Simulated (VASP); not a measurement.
Set up this calculation in VASP 6.6.1, as the native input.

```
Task                   : single point
Functional             : PBE
Potentials or basis    : VASP PAW PBE potentials, release 64 (Ti_sv)
Cutoff                 : 520 eV
k mesh                 : 16 × 16 × 16
Occupations            : fermi-dirac, width 0.1 eV
Spin                   : no spin polarisation
Dipole correction      : no
Further INCAR settings : ALGO = Normal; EDIFF = 1e-06; NBANDS = 12
```

The structure of Ti lies in POSCAR:

```
Ti
1.0
   -1.5438924063      1.5438924063      1.5438924063
    1.5438924063     -1.5438924063      1.5438924063
    1.5438924063      1.5438924063     -1.5438924063
Ti
1
Direct
    0.0000000000      0.0000000000      0.0000000000
```

This cell differs from its parent crystal: volume scaled by 0.85.

One way to write it, as run:

INCAR

```
PREC     = Accurate       # precision mode
ENCUT    = 520            # plane-wave cutoff, eV
EDIFF    = 1E-6           # SCF threshold, eV
ISMEAR   = -1             # smearing method
SIGMA    = 0.1            # smearing width, eV
LREAL    = F              # projectors in reciprocal space
LASPH    = T              # aspherical terms in the spheres
NELM     = 60             # most SCF steps
ALGO     = Normal         # electronic algorithm
ISIF     = 2              # what is computed and relaxed
LWAVE    = F              # write WAVECAR
LCHARG   = F              # write CHGCAR
GGA      = PE             # functional
NBANDS   = 12             # bands
```

KPOINTS

```
Automatic mesh
0
Gamma
  16 16 16
```

Potentials or basis: VASP PAW PBE potentials, release 64 (Ti_sv).

The run is started by

```bash
$ cat potpaw_PBE.64/Ti_sv/POTCAR > POTCAR
$ mpirun -np 1 vasp_std > vasp.out
```

It gave:

```
Pressure               : 21.8 GPa
Band gap on the k mesh : zero (band 6 reaches 11.05 eV, above the bottom of band 7 at 9.15 eV)
```

Wall time 57 s on 1 thread of AMD EPYC 7R13, on a shared host, peak memory 0.11 GiB.
